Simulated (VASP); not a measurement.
# Sc (P-1) in VASP: single point with PBEsol

Aim: the single point of Sc with PBEsol.

Everything below comes from runs of VASP 6.6.1. Logs are shortened: lines on timing, memory, paths and dates and some standing lists are left out, and cuts for length are marked.

## (1) The cell of the first run

The typed cell holds 2 atoms: a = 3.262 Å, b = 3.344 Å, c = 5.250 Å, α = 91.06°, β = 90.46°, γ = 122.62°.

## (2) Single point, PBEsol (atoms moved at random and the cell strained at random)

Input file INCAR:

```
  PREC = Accurate
  ENCUT = 520
  EDIFF = 1E-7
  ISMEAR = 0
  SIGMA = 0.1
  LREAL = False
  LASPH = True
  NELM = 100
  ALGO = Fast
  ISIF = 2
  LWAVE = False
  LCHARG = False
  GGA = PS
  NBANDS = 18
```

Input file KPOINTS:

```
regular mesh
0
Gamma
  14 14 8
```

Input file POSCAR:

```
Sc
1.0
    3.2606879759     -0.0992639369     -0.0138638632
   -1.7163090789      2.8697167804     -0.0308353984
   -0.0220729200     -0.0694322400      5.2492986000
Sc
2
Direct
    0.3620876636      0.6889419877      0.2404555809
    0.6379123364      0.3110580123      0.7595444191
```

Potentials or basis: VASP PAW PBE potentials, release 64 (Sc_sv).

Launch:

```
$ cat potpaw_PBE.64/Sc_sv/POTCAR > POTCAR
$ mpirun -np 1 vasp_std > vasp.out
```

OUTCAR:

```text
PREC = Accurate
   ENCUT = 520
   EDIFF = 1E-7
   ISMEAR = 0
   LREAL = False
   LASPH = True
   NELM = 100
   ISIF = 2
   GGA = PS

 ion  position               nearest neighbor table
   1  0.362  0.689  0.240-   2 3.12   2 3.15   2 3.18   2 3.21   2 3.34   2 3.41
   2  0.638  0.311  0.760-   1 3.12   1 3.15   1 3.18   1 3.21   1 3.34   1 3.41

  LATTYP: Found a triclinic cell.
 ALAT       =     3.1721464593
 B/A-ratio  =     1.0283976655
 C/A-ratio  =     1.6549690372
 COS(alpha) =     0.0080495081
 COS(beta)  =     0.0276877067
 COS(gamma) =     0.4601110745

  Lattice vectors:

 A1 = (   1.5443788970,   2.7704528435,  -0.0446992616)
 A2 = (   3.2606879759,  -0.0992639369,  -0.0138638632)
 A3 = (   0.0220729200,   0.0694322400,  -5.2492986000)

Analysis of symmetry for initial positions (statically):
=====================================================================
 Subroutine PRICEL returns:
 Original cell was already a primitive cell.

 Routine SETGRP: Setting up the symmetry group for a
 triclinic supercell.

 Subroutine GETGRP returns: Found  2 space group operations
 (whereof  2 operations were pure point group operations)
 out of a pool of  2 trial point group operations.

The static configuration has the point symmetry S_2 .

Analysis of symmetry for dynamics (positions and initial velocities):
=====================================================================
 Subroutine PRICEL returns:
 Original cell was already a primitive cell.

 Routine SETGRP: Setting up the symmetry group for a
 triclinic supercell.

 Subroutine GETGRP returns: Found  2 space group operations
 (whereof  2 operations were pure point group operations)
 out of a pool of  2 trial point group operations.

The dynamic configuration has the point symmetry S_2 .

 Subroutine INISYM returns: Found  2 space group operations
 (whereof  2 operations are pure point group operations),
 and found     1 'primitive' translations

----------------------------------------------------------------------------------------

                                     Primitive cell

  volume of cell :      48.2151

  direct lattice vectors                    reciprocal lattice vectors
     3.260687976 -0.099263937 -0.013863863     0.312388744  0.186872922  0.003785332
    -1.716309079  2.869716780 -0.030835398     0.010827074  0.354992801  0.004741001
    -0.022072920 -0.069432240  5.249298600     0.000888647  0.002578845  0.190539488

  length of vectors
     3.262228013  3.343941099  5.249804172     0.364036461  0.355189514  0.190559011

  position of ions in fractional coordinates (direct lattice)
     0.362087664  0.688941988  0.240455581
     0.637912336  0.311058012  0.759544419

  ion indices of the primitive-cell ions
   primitive index   ion index
                 1           1
                 2           2

----------------------------------------------------------------------------------------

 KPOINTS: regular mesh

Automatic generation of k-mesh.
 Grid dimensions read from file:
 generate k-points for:   14   14    8

 Generating k-lattice:

  Cartesian coordinates                     Fractional coordinates (reciprocal lattice)
     0.022313482  0.013348066  0.000270381     0.071428571  0.000000000  0.000000000
     0.000773362  0.025356629  0.000338643     0.000000000  0.071428571  0.000000000
     0.000111081  0.000322356  0.023817436    -0.000000000 -0.000000000  0.125000000

  Length of vectors
     0.026002604  0.025370680  0.023819876

  Shift w.r.t. Gamma in fractional coordinates (k-lattice)
     0.000000000  0.000000000  0.000000000

 Subroutine IBZKPT returns following result:
 ===========================================

 Found    788 irreducible k-points:

 Following reciprocal coordinates:
            Coordinates               Weight
  0.000000  0.000000  0.000000      1.000000
  0.071429 -0.000000  0.000000      2.000000
  0.142857 -0.000000 -0.000000      2.000000
  0.214286 -0.000000  0.000000      2.000000
  0.285714 -0.000000  0.000000      2.000000
  0.357143 -0.000000  0.000000      2.000000
[... 16 lines left out ...]
  0.000000  0.142857 -0.000000      2.000000
  0.071429  0.142857 -0.000000      2.000000
 [... further k-points ...]
   k-points           NKPTS =    788   k-points in BZ     NKDIM =    788   number of bands    NBANDS=     18
   number of dos      NEDOS =    301   number of ions     NIONS =      2
   total plane-waves  NPLWV =  26880
   dimension x,y,z NGX =    24 NGY =   28 NGZ =   40
   dimension x,y,z NGXF=    48 NGYF=   56 NGZF=   80
   ions per type =               2
   NGX,Y,Z   is equivalent  to a cutoff of  12.23, 13.92, 12.67 a.u.
   NGXF,Y,Z  is equivalent  to a cutoff of  24.46, 27.84, 25.33 a.u.
 SYSTEM =  unknown system
   PREC   = accura    normal or accurate (medium, high low for compatibility)
   ISTART =      0    job   : 0-new  1-cont  2-samecut
   ICHARG =      2    charge: 1-file 2-atom 10-const
   ISPIN  =      1    spin polarized calculation?
   LNONCOLLINEAR =      F non collinear calculations
   LSORBIT =      F    spin-orbit coupling
   LASPH  =      T    aspherical Exc in radial PAW
   ENCUT  =  520.0 eV  38.22 Ry    6.18 a.u.   6.07  6.22  9.76*2*pi/ulx,y,z
   NELM   =    100;   NELMIN=  2; NELMDL= -5     # of ELM steps
   EDIFF  = 0.1E-06   stopping-criterion for ELM
   LREAL  =      F    real-space projection
   EDIFFG = 0.1E-05   stopping-criterion for IOM
   NSW    =      0    number of steps for IOM
   IBRION =     -1    ionic relax: 0-MD 1-quasi-New 2-CG
   NFREE  =      0    steps in history (QN), initial steepest desc. (CG)
   ISIF   =      2    stress and relaxation
   ISYM   =      2    0-nonsym 1-usesym 2-fastsym
   POTIM  = 0.5000    time-step for ionic-motion
   TEBEG  =    0.0;   TEEND  =   0.0 temperature during run
   PSTRESS=    0.0 pullay stress
   NELECT =      22.0000    total number of electrons
   NUPDOWN=      -1.0000    fix difference up-down
   EMIN   =  10.00;   EMAX   =-10.00  energy-range for DOS
   EFERMI =   0.00;   METHOD = LEGACY
   ISMEAR =     0;   SIGMA  =   0.10  broadening in eV -4-tet -1-fermi 0-gaus
   EFERMI_NEDOS =   21; number of points for ismear=-14 and -15
   IALGO  =     68    algorithm
   IMIX   =      4    mixing-type and parameters
     AMIX     =   0.40;   BMIX     =  1.00
     AMIX_MAG =   1.60;   BMIX_MAG =  1.00
  volume/ion in A,a.u.               =      24.11       162.69
  Fermi-wavevector in a.u.,A,eV,Ry     =   1.260341  2.381699 21.612295  1.588459
  Thomas-Fermi vector in A             =   2.393855
   LORBIT       =      0    0 simple, 1 ext, 2 COOP (PROOUT), +10 PAW based schemes
   GGA     = PS    functional components
   LHFCALC =     F    Hartree Fock is set to
   AEXX    =    0.0000 exact exchange contribution
   IVDW    =     0    specifies the selected vdW correction
   LEPSILON=     F    determine dielectric tensor
   LRPA    =     F    only Hartree local field effects (RPA)
 non-spin polarized calculation
 RMM-DIIS sequential band-by-band and
 Gauss-broadening in eV      SIGMA  =   0.10
  energy-cutoff  :      520.00
  volume of cell :       48.22
 maximum number of plane-waves:      1313
   NGX = 13   NGY = 13   NGZ = 19

 number of electron      22.0000001 magnetization

 Free energy of the ion-electron system (eV)
  ---------------------------------------------------
  ext. energy  EPLUGINS =         0.00000000
  ---------------------------------------------------
  free energy    TOTEN  =       -13.15823360 eV

  energy without entropy =      -13.13572538  energy(sigma->0) =      -13.14697949

 E-fermi :   3.7049     XC(G=0): -10.0772

 val. band max:        3.7044689335   @ k =   0.3571   0.0714   0.5000
 cond. band min:       3.7054552559   @ k =   0.1429   0.3571   0.3750
 fundamental gap:      0.0009863224
 Fermi energy:         3.7049384354

 k-point     1 :       0.0000    0.0000    0.0000
  band No.  band energies     occupation
      1     -45.4407      2.00000
      2     -45.3671      2.00000
      3     -24.3685      2.00000
      4     -24.0117      2.00000
      5     -23.9680      2.00000
      6     -23.9344      2.00000
[... 10 lines left out ...]
     17       6.0818      0.00000
     18       6.5229      0.00000

 k-point     2 :       0.0714   -0.0000    0.0000
  band No.  band energies     occupation
      1     -45.4376      2.00000
      2     -45.3654      2.00000
      3     -24.3614      2.00000
      4     -24.0174      2.00000
      5     -23.9866      2.00000
      6     -23.9435      2.00000
[... 10 lines left out ...]
     17       6.0344      0.00000
     18       6.3952      0.00000

 k-point     3 :       0.1429   -0.0000   -0.0000
  band No.  band energies     occupation
      1     -45.4286      2.00000
      2     -45.3608      2.00000
      3     -24.3412      2.00000
      4     -24.0389      2.00000
      5     -24.0323      2.00000
      6     -23.9879      2.00000
[... 10 lines left out ...]
     17       6.0332      0.00000
     18       6.2083      0.00000

 k-point     4 :       0.2143   -0.0000    0.0000
  band No.  band energies     occupation
      1     -45.4154      2.00000
      2     -45.3544      2.00000
      3     -24.3109      2.00000
      4     -24.1123      2.00000
      5     -24.0620      2.00000
      6     -24.0467      2.00000
[... 375 lines left out ...]
      4     -24.0235      2.00000
      5     -23.9751      2.00000
      6     -23.9492      2.00000
[... 10 lines left out ...]
     17       6.0922      0.00000
     18       6.4289      0.00000

 k-point    23 :       0.0000    0.1429   -0.0000
  band No.  band energies     occupation
      1     -45.4290      2.00000
      2     -45.3624      2.00000
      3     -24.3384      2.00000
      4     -24.0615      2.00000
      5     -24.0001      2.00000
      6     -23.9877      2.00000
[... 10 lines left out ...]
     17       6.0044      0.00000
     18       6.2984      0.00000

 k-point    24 :       0.0714    0.1429   -0.0000
  band No.  band energies     occupation
      1     -45.4199      2.00000
      2     -45.3580      2.00000
      3     -24.3176      2.00000
      4     -24.1010      2.00000
      5     -24.0538      2.00000
      6     -24.0050      2.00000
[... 10 lines left out ...]
     17       6.1412      0.00000
     18       6.2126      0.00000

 [... further k-points ...]
[... 5 lines left out ...]
  --------------------------------------------------------------------------------------
  -------------------------------------------------------------------------------------
  Total       -0.1835593      0.1492604     -0.6590337      0.5248288      0.1709508      0.0394249
  in kB       -6.0996344      4.9598899    -21.8995416     17.4399412      5.6806571      1.3100789
  external PRESSURE =      -7.6797620 kB  Pullay stress =       0.0000000 kB

 VOLUME and BASIS-vectors are now :
 -----------------------------------------------------------------------------
  energy-cutoff  :      520.00
  volume of cell :       48.22
      direct lattice vectors                 reciprocal lattice vectors
     3.260687976 -0.099263937 -0.013863863     0.312388744  0.186872922  0.003785332
    -1.716309079  2.869716780 -0.030835398     0.010827074  0.354992801  0.004741001
    -0.022072920 -0.069432240  5.249298600     0.000888647  0.002578845  0.190539488

 POSITION                                       TOTAL-FORCE (eV/Angst)
 -----------------------------------------------------------------------------------
     -0.00709      1.92443      1.23596        -0.038341     -0.148209      0.341440
      1.52940      0.77659      3.96864         0.038341      0.148209     -0.341440
 -----------------------------------------------------------------------------------
    total drift:                               -0.000000      0.000000     -0.000000

  FREE ENERGIE OF THE ION-ELECTRON SYSTEM (eV)
  ---------------------------------------------------
  free  energy   TOTEN  =       -13.1582336032 eV

  energy  without entropy=      -13.1357253848  energy(sigma->0) =      -13.14697949
```

It took 18 min on 1 thread of Intel Xeon 8259CL, shared host; peak memory 0.62 GiB.

Results:

```yaml
Free_energy: -13.1582 eV
Pressure: -0.8 GPa
Largest_force: 0.374 eV/Å
Band_gap_on_the_k_mesh: zero (bands 11 and 12 overlap by 1.01 eV)
```

Forces on the atoms (eV/Å):
```
Sc  -0.038 -0.148  0.341
Sc   0.038  0.148 -0.341
```

Caveat: the cell differs from its parent crystal (atoms moved at random and the cell strained at random); the PAW data sets were made with another functional, which shifts forces and pressure a little.
